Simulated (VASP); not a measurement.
InP:

```
In P
1.0
     0.00000    2.89089    2.89089
     2.89089    0.00000    2.89089
     2.89089    2.89089    0.00000
In P
1 1
Direct
  0.00000 0.00000 0.00000
  0.75000 0.75000 0.75000
```

Base run:

```yaml
Program: VASP 6.6.1
Functional: BLYP
Dispersion: D3(BJ)
Potentials_or_basis: VASP PAW PBE potentials, release 64 (In_d, P)
Cutoff: 520 eV
k_mesh: 8 × 8 × 8
Occupations: fermi-dirac, width 0.05 eV
Spin: no spin polarisation
```

Its results: band gap on the k mesh 0.86 eV, direct; pressure 4.7 GPa.

Problem. After a change of settings the same cell gave: band gap on the k mesh 1.07 eV, direct; pressure 3.8 GPa. Which change was it?
A. functional from BLYP to revPBE; dispersion from D3(BJ) to none
B. functional from BLYP to PBE exchange alone; dispersion from D3(BJ) to none
C. functional from BLYP to RPBE; dispersion from D3(BJ) to D4
D. functional from BLYP to SVWN5; dispersion from D3(BJ) to none

Solution. C.

Caveats: the PAW data sets were made with another functional, which shifts forces and pressure a little; spin-orbit coupling is left out, which moves the levels of the heavy elements.
